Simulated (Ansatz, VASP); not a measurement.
MnNi3: VASP beside Ansatz

```
CELL_PARAMETERS angstrom
3.45630 0.00000 0.00000
0.00000 3.45630 0.00000
0.00000 0.00000 3.45630
ATOMIC_POSITIONS crystal
Mn 0.00000 0.00000 0.00000
Ni 0.00000 0.50000 0.50000
Ni 0.50000 0.00000 0.50000
Ni 0.50000 0.50000 0.00000
```

Alike in both runs: task single point; functional LDA; k mesh 12 × 12 × 12; occupations gaussian, width 0.05 eV; collinear spin.

```csv
,VASP,Ansatz
version,VASP 6.6.1,Ansatz 0.2.0
potentials or method,"VASP PAW LDA potentials, release 64 (Mn_pv, Ni), cutoff 520 eV","scalar-relativistic, plane waves, PAW"
valence electrons in the cell,43,69
```

```csv
,VASP,Ansatz,Ansatz less VASP
gap on the k mesh at the Fermi level (eV),none,none,-
pressure (GPa),-0.5,0.1,+0.63
net moment per atom (μB),0.98,1.04,+0.059
size of the moment on the site where the two differ most (μB),0.38,0.46,+0.085
```

LDA's correlation is that of Perdew and Zunger in VASP and of Perdew and Wang (1992) in Ansatz. Site moments also hang on the region over which each program counts them. A gap of «none» marks a metal or a gap that the smearing closes. VASP's potentials hold 43 valence electrons a cell and Ansatz's 69, so a difference there can come from the potentials and not from the codes. Ansatz's warnings: stability check not made.
